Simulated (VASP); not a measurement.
# Al12N in VASP: notebook

Runs on Al12N. Level: PBE. Tasks: single point.

Everything below comes from runs of VASP 6.6.1. Logs are shortened: lines on timing, memory, paths and dates and some standing lists are left out, and cuts for length are marked.

### Step 1. The cell of the first run

The cell holds a slab with vacuum, 13 atoms: a = 5.714 Å, b = 5.714 Å, c = 20.102 Å, α = 90.00°, β = 90.00°, γ = 120.00°.

### Step 2. Single point, PBE

The input, INCAR:

```
SYSTEM = Al12N
ALGO = Normal ; DIPOL = 0.5 0.5 0.326
EDIFF = 1E-7 ; ENCUT = 520
GGA = PE ; IDIPOL = 3
ISIF = 2 ; ISMEAR = 0
LASPH = .TRUE. ; LCHARG = .TRUE.
LDIPOL = .TRUE. ; LELF = .TRUE.
LREAL = .FALSE. ; LVACPOTAV = .TRUE.
LVHAR = .TRUE. ; LWAVE = .FALSE.
NBANDS = 32 ; NELM = 100
PREC = Accurate ; SIGMA = 0.1
```

The input, KPOINTS:

```
k-points
0
G
  6 6 1
  0 0 0
```

The input, POSCAR:

```
Al12N
1.0
    5.7143028096      0.0000000000      0.0000000000
   -2.8571514048      4.9487313980      0.0000000000
    0.0000000000      0.0000000000     20.1016425062
Al N
12 1
Direct
    0.3333333333      0.1666666667      0.1989887144
    0.3333333333      0.6666666666      0.1989887144
    0.8333333333      0.1666666667      0.1989887144
    0.8333333333      0.6666666666      0.1989887144
    0.1666666667      0.3333333334      0.3134533093
    0.1666666667      0.8333333333      0.3134533093
    0.6666666667      0.3333333333      0.3134533093
    0.6666666667      0.8333333333      0.3134533093
    0.0000000000      0.0000000000      0.4279074460
    0.0000000000      0.5000000000      0.4279074460
    0.5000000000      0.0000000000      0.4279074460
    0.5000000000      0.5000000000      0.4279074460
    0.0000000000      0.2500000000      0.4811398630
```

Potentials or basis: VASP PAW PBE potentials, release 64 (Al, N).

Run with:

```bash
cat potpaw_PBE.64/Al/POTCAR potpaw_PBE.64/N/POTCAR > POTCAR
mpirun -np 1 vasp_std > vasp.out
```

OUTCAR:

```text
SYSTEM = Al12N
   EDIFF = 1E-7
   ENCUT = 520
   GGA = PE
   ISIF = 2
   ISMEAR = 0
   LASPH = .TRUE.
   LREAL = .FALSE.
   NELM = 100
   PREC = Accurate

 ion  position               nearest neighbor table
   1  0.333  0.167  0.199-   5 2.83   6 2.83   7 2.83   2 2.86   4 2.86   3 2.86   3 2.86   4 2.86
                             2 2.86
   2  0.333  0.667  0.199-   5 2.83   6 2.83   8 2.83   1 2.86   3 2.86   4 2.86   4 2.86   3 2.86
                             1 2.86
   3  0.833  0.167  0.199-   7 2.83   8 2.83   5 2.83   4 2.86   2 2.86   1 2.86   1 2.86   2 2.86
                             4 2.86
   4  0.833  0.667  0.199-   7 2.83   8 2.83   6 2.83   3 2.86   1 2.86   2 2.86   2 2.86   1 2.86
                             3 2.86
   5  0.167  0.333  0.313-  12 2.83  10 2.83   9 2.83   2 2.83   1 2.83   3 2.83   6 2.86   8 2.86
                             7 2.86   8 2.86   7 2.86   6 2.86
   6  0.167  0.833  0.313-  10 2.83  11 2.83   9 2.83   2 2.83   1 2.83   4 2.83   5 2.86   7 2.86
                             7 2.86   8 2.86   8 2.86   5 2.86
   7  0.667  0.333  0.313-  11 2.83  10 2.83  12 2.83   3 2.83   4 2.83   1 2.83   5 2.86   8 2.86
                             6 2.86   8 2.86   6 2.86   5 2.86
   8  0.667  0.833  0.313-  12 2.83   9 2.83  11 2.83   4 2.83   3 2.83   2 2.83   5 2.86   7 2.86
                             7 2.86   6 2.86   6 2.86   5 2.86
   9  0.000  0.000  0.428-  13 1.78   8 2.83   5 2.83   6 2.83  12 2.86  10 2.86  10 2.86  12 2.86
                            11 2.86  11 2.86
  10  0.000  0.500  0.428-  13 1.78   6 2.83   7 2.83   5 2.83  11 2.86   9 2.86   9 2.86  11 2.86
                            12 2.86  12 2.86
  11  0.500  0.000  0.428-   7 2.83   6 2.83   8 2.83  10 2.86  12 2.86  12 2.86  10 2.86   9 2.86
                             9 2.86
  12  0.500  0.500  0.428-   8 2.83   5 2.83   7 2.83   9 2.86  11 2.86  11 2.86   9 2.86  10 2.86
                            10 2.86
  13  0.000  0.250  0.481-   9 1.78  10 1.78

  LATTYP: Found a hexagonal cell.
 ALAT       =     5.7143028096
 C/A-ratio  =     3.5177769145

  Lattice vectors:

 A1 = (   5.7143028096,   0.0000000000,   0.0000000000)
 A2 = (  -2.8571514048,   4.9487313980,   0.0000000000)
 A3 = (   0.0000000000,   0.0000000000,  20.1016425062)

Analysis of symmetry for initial positions (statically):
=====================================================================
 Subroutine PRICEL returns:
 Original cell was already a primitive cell.

 Routine SETGRP: Setting up the symmetry group for a
 hexagonal supercell.

 Subroutine GETGRP returns: Found  2 space group operations
 (whereof  1 operations were pure point group operations)
 out of a pool of 24 trial point group operations.

The static configuration has the point symmetry C_1 .
 The point group associated with its full space group is C_1h.

[... 147 lines left out ...]
   LORBIT       =      0    0 simple, 1 ext, 2 COOP (PROOUT), +10 PAW based schemes
   GGA     = PE    functional components
   LHFCALC =     F    Hartree Fock is set to
   AEXX    =    0.0000 exact exchange contribution
   IVDW    =     0    specifies the selected vdW correction
   LEPSILON=     F    determine dielectric tensor
   LRPA    =     F    only Hartree local field effects (RPA)
 non-spin polarized calculation
 Gauss-broadening in eV      SIGMA  =   0.10
  energy-cutoff  :      520.00
  volume of cell :      568.45
 maximum number of plane-waves:     15351
   NGX = 21   NGY = 21   NGZ = 75

 dipolmoment           0.000000      0.000000     -0.194594 electrons x Angstroem

 number of electron      41.0000001 magnetization

 dipolmoment           0.000000      0.000000      0.171686 electrons x Angstroem

 Free energy of the ion-electron system (eV)
  ---------------------------------------------------
  ext. energy  EPLUGINS =         0.00000000
  ---------------------------------------------------
  free energy    TOTEN  =       -50.39904586 eV

  energy without entropy =      -50.38868682  energy(sigma->0) =      -50.39386634

 E-fermi :  -0.0321     XC(G=0):  -4.5178

 val. band max:       -0.0337046594   @ k =   0.5000   0.0000   0.0000
 cond. band min:       0.0220090639   @ k =   0.3333  -0.0000   0.0000
 fundamental gap:      0.0557137233
 Fermi energy:        -0.0321192237

 k-point     1 :       0.0000    0.0000    0.0000
  band No.  band energies     occupation
      1     -14.1947      2.00000
      2     -10.5186      2.00000
      3      -8.5765      2.00000
      4      -5.8174      2.00000
      5      -5.1223      2.00000
      6      -5.0245      2.00000
[... 444 lines left out ...]
     31       3.1038      0.00000
     32       3.3649      0.00000

------------------------ aborting loop because EDIFF is reached ----------------------------------------

  FORCE on cell =-STRESS in cart. coord.  units (eV):
  Direction    XX          YY          ZZ          XY          YZ          ZX
  --------------------------------------------------------------------------------------
  -------------------------------------------------------------------------------------
  Total       -4.3270376     -2.4520029      2.5469149     -1.6238276     -0.5067704     -0.8777520
  in kB      -12.1958640     -6.9110318      7.1785436     -4.5767990     -1.4283450     -2.4739660
  external PRESSURE =      -3.9761174 kB  Pullay stress =       0.0000000 kB

 VOLUME and BASIS-vectors are now :
 -----------------------------------------------------------------------------
  energy-cutoff  :      520.00
  volume of cell :      568.45
      direct lattice vectors                 reciprocal lattice vectors
     5.714302810  0.000000000  0.000000000     0.174999476  0.101035995  0.000000000
    -2.857151405  4.948731398  0.000000000     0.000000000  0.202071990  0.000000000
     0.000000000  0.000000000 20.101642506     0.000000000  0.000000000  0.049747179

 POSITION                                       TOTAL-FORCE (eV/Angst)
 -----------------------------------------------------------------------------------
      1.42858      0.82479      4.00000        -0.041885      0.033056     -0.118037
     -0.00000      3.29915      4.00000         0.007685     -0.052802     -0.118037
      4.28573      0.82479      4.00000         0.068614      0.039614     -0.143807
      2.85715      3.29915      4.00000         0.052016      0.030032     -0.164629
      0.00000      1.64958      6.30093         0.134813      0.077834     -0.156513
     -1.42858      4.12394      6.30093        -0.075278     -0.043462      0.025443
      2.85715      1.64958      6.30093         0.049439     -0.029767      0.056613
      1.42858      4.12394      6.30093        -0.001059      0.057699      0.056613
      0.00000      0.00000      8.60164         0.549395     -1.048486      0.026041
     -1.42858      2.47437      8.60164        -0.633318      1.000033      0.026041
      2.85715      0.00000      8.60164         0.244522      0.141175      0.267741
      1.42858      2.47437      8.60164        -0.138103     -0.079734      0.226729
     -0.71429      1.23718      9.67170        -0.216840     -0.125193      0.015800
 -----------------------------------------------------------------------------------
    total drift:                                0.000153      0.000088     -0.000061

  FREE ENERGIE OF THE ION-ELECTRON SYSTEM (eV)
  ---------------------------------------------------
  free  energy   TOTEN  =       -50.3990458637 eV

  energy  without entropy=      -50.3886868229  energy(sigma->0) =      -50.39386634

 vacuum level on the upper side and lower side of the slab         5.083         3.984
```

Run time: 6.8 min. Hardware: 1 thread of Intel Xeon 6975P-C (Granite Rapids), shared host; peak memory 0.65 GiB.

What came out:

| Item | Value |
| --- | --- |
| Free energy | -50.3990 eV |
| Largest force | 1.184 eV/Å |

Forces in eV/Å, atoms in the order of the input:
```
Al  -0.042  0.033 -0.118
Al   0.008 -0.053 -0.118
Al   0.069  0.040 -0.144
Al   0.052  0.030 -0.165
Al   0.135  0.078 -0.157
Al  -0.075 -0.043  0.025
Al   0.049 -0.030  0.057
Al  -0.001  0.058  0.057
Al   0.549 -1.048  0.026
Al  -0.633  1.000  0.026
Al   0.245  0.141  0.268
Al  -0.138 -0.080  0.227
N   -0.217 -0.125  0.016
```

### Step 3. Single point, PBE

The input, INCAR:

```
SYSTEM = Al12N
PREC = Accurate ; ENCUT = 520
EDIFF = 1E-7 ; ISMEAR = 0
SIGMA = 0.1 ; LREAL = .FALSE.
LASPH = .TRUE. ; NELM = 80
ALGO = Normal ; ISIF = 2
LWAVE = .FALSE. ; LCHARG = .FALSE.
LDIPOL = .TRUE. ; IDIPOL = 3
DIPOL = 0.5 0.5 0.328 ; GGA = PE
NBANDS = 32
```

The input, KPOINTS:

```
Automatic mesh
0
G
  6 6 1
  0 0 0
```

The input, POSCAR:

```
Al12N
1.0
    5.7143028096      0.0000000000      0.0000000000
   -2.8571514048      4.9487313980      0.0000000000
    0.0000000000      0.0000000000     20.1016425062
Al N
12 1
Direct
    0.3333333334      0.1666666667      0.1989887144
    0.3333333334      0.6666666667      0.1989887144
    0.8333333334      0.1666666667      0.1989887144
    0.8333333333      0.6666666667      0.1989887144
    0.1666666667      0.3333333333      0.3134533093
    0.1666666667      0.8333333333      0.3134533093
    0.6666666667      0.3333333333      0.3134533093
    0.6666666667      0.8333333333      0.3134533093
    0.0000000000      0.0000000000      0.4279074460
    0.0000000000      0.5000000000      0.4279074460
    0.5000000000      0.0000000000      0.4279074460
    0.5000000000      0.5000000000      0.4279074460
    0.0833333334      0.1666666667      0.5028994965
```

Potentials or basis: VASP PAW PBE potentials, release 64 (Al, N).

Run with:

```bash
cat potpaw_PBE.64/Al/POTCAR potpaw_PBE.64/N/POTCAR > POTCAR
mpirun -np 1 vasp_std > vasp.out
```

Wall time 5.5 min (1 thread of Intel Xeon 6975P-C (Granite Rapids), shared host); peak memory 0.65 GiB.

It converged, with:

```yaml
Free_energy: -48.4138 eV
Largest_force: 2.911 eV/Å
```

Forces in eV/Å, atoms in the order of the input:
```
Al  -0.009  0.012 -0.132
Al   0.000 -0.091 -0.117
Al   0.009  0.012 -0.132
Al   0.000  0.041 -0.193
Al   0.000  0.077  0.046
Al  -0.061  0.074  0.102
Al   0.000 -0.094  0.058
Al   0.061  0.074  0.102
Al   0.000 -1.820 -1.644
Al   0.416 -0.444  0.891
Al   0.000 -0.306  0.087
Al  -0.416 -0.444  0.891
N    0.000  2.911  0.041
```

Levels at points of the mesh, in eV from the Fermi level:
| k point | band 16 | band 17 | band 18 | band 19 | band 20 | band 21 | band 22 | band 23 | band 24 | band 25 |
| --- | --- | --- | --- | --- | --- | --- | --- | --- | --- | --- |
| (0.00, 0.00, 0.00) | -2.75 | -2.57 | -1.69 | -1.35 | -1.15 | -0.34 | -0.20 | -0.12 | 0.75 | 0.80 |
| (0.50, 0.00, 0.00) | -0.99 | -0.73 | -0.56 | -0.40 | -0.20 | 0.08 | 0.18 | 0.97 | 1.26 | 1.58 |
| (0.00, 0.50, 0.00) | -0.93 | -0.78 | -0.48 | -0.44 | -0.20 | 0.03 | 0.16 | 1.09 | 1.15 | 1.54 |

### Step 4. Single point, PBE

The input, INCAR:

```
PREC     = Accurate       # precision mode
ENCUT    = 520            # plane-wave cutoff, eV
EDIFF    = 1E-6           # SCF threshold, eV
ISMEAR   = 0              # smearing method
SIGMA    = 0.1            # smearing width, eV
LREAL    = F              # projectors in reciprocal space
LASPH    = T              # aspherical terms in the spheres
NELM     = 80             # most SCF steps
ALGO     = Normal         # electronic algorithm
ISIF     = 2              # what is computed and relaxed
LWAVE    = F              # write WAVECAR
LCHARG   = F              # write CHGCAR
LDIPOL   = T            
IDIPOL   = 3            
DIPOL    = 0.5 0.5 0.328
GGA      = PE             # functional
NBANDS   = 32             # bands
```

The input, KPOINTS:

```
regular mesh
0
Gamma
  6 6 1
```

The input, POSCAR:

```
Al12N
1.0
    5.7143028096      0.0000000000      0.0000000000
   -2.8571514048      4.9487313980      0.0000000000
    0.0000000000      0.0000000000     20.1016425062
Al N
12 1
Direct
    0.3333333333      0.1666666667      0.1989887144
    0.3333333333      0.6666666666      0.1989887144
    0.8333333333      0.1666666667      0.1989887144
    0.8333333333      0.6666666666      0.1989887144
    0.1666666667      0.3333333334      0.3134533093
    0.1666666667      0.8333333334      0.3134533093
    0.6666666667      0.3333333334      0.3134533093
    0.6666666667      0.8333333333      0.3134533093
    0.0000000000      0.0000000000      0.4279074460
    0.0000000000      0.5000000000      0.4279074460
    0.5000000000      0.0000000000      0.4279074460
    0.5000000000      0.5000000000      0.4279074460
    0.1666666667      0.0833333334      0.5027779754
```

Potentials or basis: VASP PAW PBE potentials, release 64 (Al, N).

Run with:

```bash
cat potpaw_PBE.64/Al/POTCAR potpaw_PBE.64/N/POTCAR > POTCAR
mpirun -np 1 vasp_std > vasp.out
```

OUTCAR:

```text
PREC = Accurate
   ENCUT = 520
   EDIFF = 1E-6
   ISMEAR = 0
   LREAL = F
   LASPH = T
   NELM = 80
   ISIF = 2
   GGA = PE

 ion  position               nearest neighbor table
   1  0.333  0.167  0.199-   6 2.83   5 2.83   7 2.83   2 2.86   4 2.86   3 2.86   3 2.86   4 2.86
                             2 2.86
   2  0.333  0.667  0.199-   5 2.83   6 2.83   8 2.83   1 2.86   3 2.86   4 2.86   4 2.86   3 2.86
                             1 2.86
   3  0.833  0.167  0.199-   7 2.83   8 2.83   5 2.83   4 2.86   2 2.86   1 2.86   1 2.86   2 2.86
                             4 2.86
   4  0.833  0.667  0.199-   7 2.83   8 2.83   6 2.83   3 2.86   1 2.86   2 2.86   2 2.86   1 2.86
                             3 2.86
   5  0.167  0.333  0.313-  12 2.83  10 2.83   9 2.83   2 2.83   1 2.83   3 2.83   8 2.86   6 2.86
                             6 2.86   7 2.86   7 2.86   8 2.86
   6  0.167  0.833  0.313-  11 2.83   9 2.83  10 2.83   1 2.83   2 2.83   4 2.83   8 2.86   5 2.86
                             5 2.86   7 2.86   7 2.86   8 2.86
   7  0.667  0.333  0.313-  10 2.83  12 2.83  11 2.83   4 2.83   3 2.83   1 2.83   8 2.86   6 2.86
                             6 2.86   5 2.86   5 2.86   8 2.86
   8  0.667  0.833  0.313-  12 2.83   9 2.83  11 2.83   4 2.83   3 2.83   2 2.83   7 2.86   5 2.86
[... 677 lines left out ...]
  --------------------------------------------------------------------------------------
  -------------------------------------------------------------------------------------
  Total       -4.0964489     -4.2568860      1.7590354      0.1389426      2.5304214      4.3828180
  in kB      -11.5459441    -11.9981401      4.9578855      0.3916132      7.1320561     12.3530824
  external PRESSURE =      -6.1953995 kB  Pullay stress =       0.0000000 kB

 VOLUME and BASIS-vectors are now :
 -----------------------------------------------------------------------------
  energy-cutoff  :      520.00
  volume of cell :      568.45
      direct lattice vectors                 reciprocal lattice vectors
     5.714302810  0.000000000  0.000000000     0.174999476  0.101035995  0.000000000
    -2.857151405  4.948731398  0.000000000     0.000000000  0.202071990  0.000000000
     0.000000000  0.000000000 20.101642506     0.000000000  0.000000000  0.049747179

 POSITION                                       TOTAL-FORCE (eV/Angst)
 -----------------------------------------------------------------------------------
      1.42858      0.82479      4.00000         0.005875      0.003392     -0.129085
     -0.00000      3.29915      4.00000        -0.019059     -0.011004     -0.083917
      4.28573      0.82479      4.00000         0.001623     -0.046684     -0.127309
      2.85715      3.29915      4.00000        -0.039618      0.024748     -0.127309
      0.00000      1.64958      6.30093        -0.057569     -0.002681      0.082850
     -1.42858      4.12394      6.30093        -0.031106     -0.048515      0.082850
      2.85715      1.64958      6.30093        -0.045920     -0.026512      0.013114
      1.42858      4.12394      6.30093         0.100846      0.058223      0.016284
      0.00000      0.00000      8.60164        -1.501963     -0.867159     -1.677182
     -1.42858      2.47437      8.60164        -0.019578     -0.011303      0.125325
      2.85715      0.00000      8.60164        -0.709711     -0.038576      0.891710
      1.42858      2.47437      8.60164        -0.388263     -0.595340      0.891710
      0.71429      0.41239     10.10666         2.704443      1.561411      0.040957
 -----------------------------------------------------------------------------------
    total drift:                               -0.000031     -0.000019     -0.000030

  FREE ENERGIE OF THE ION-ELECTRON SYSTEM (eV)
  ---------------------------------------------------
  free  energy   TOTEN  =       -48.4801871650 eV

  energy  without entropy=      -48.4551949182  energy(sigma->0) =      -48.46769104

 vacuum level on the upper side and lower side of the slab         5.610         3.642
```

OSZICAR:

```text
N       E                     dE             d eps       ncg     rms          rms(c)
DAV:   1     0.159656398522E+03    0.15966E+03   -0.12629E+04   832   0.907E+02
DAV:   2    -0.298791647546E+02   -0.18954E+03   -0.18327E+03  1152   0.165E+02
DAV:   3    -0.522475868345E+02   -0.22368E+02   -0.21157E+02  1240   0.477E+01
[... 20 lines left out ...]
DAV:  24    -0.484801733801E+02   -0.10460E-04   -0.55011E-07   864   0.283E-03    0.151E-03
DAV:  25    -0.484801827815E+02   -0.94013E-05   -0.76968E-07   800   0.294E-03    0.610E-04
DAV:  26    -0.484801857291E+02   -0.29476E-05   -0.24087E-07   816   0.170E-03    0.268E-04
DAV:  27    -0.484801868281E+02   -0.10990E-05   -0.72321E-08   680   0.109E-03    0.274E-04
DAV:  28    -0.484801871650E+02   -0.33691E-06   -0.42621E-08   680   0.840E-04
   1 F= -.48480187E+02 E0= -.48467691E+02  d E =-.249922E-01
```

Wall time 5.2 min (1 thread of Intel Xeon 6975P-C (Granite Rapids), shared host); peak memory 0.62 GiB.

Results:

| Quantity | Value |
| --- | --- |
| Free energy | -48.4802 eV |
| Largest force | 3.123 eV/Å |

Forces on the atoms (eV/Å):
```
Al   0.006  0.003 -0.129
Al  -0.019 -0.011 -0.084
Al   0.002 -0.047 -0.127
Al  -0.040  0.025 -0.127
Al  -0.058 -0.003  0.083
Al  -0.031 -0.049  0.083
Al  -0.046 -0.027  0.013
Al   0.101  0.058  0.016
Al  -1.502 -0.867 -1.677
Al  -0.020 -0.011  0.125
Al  -0.710 -0.039  0.892
Al  -0.388 -0.595  0.892
N    2.704  1.561  0.041
```
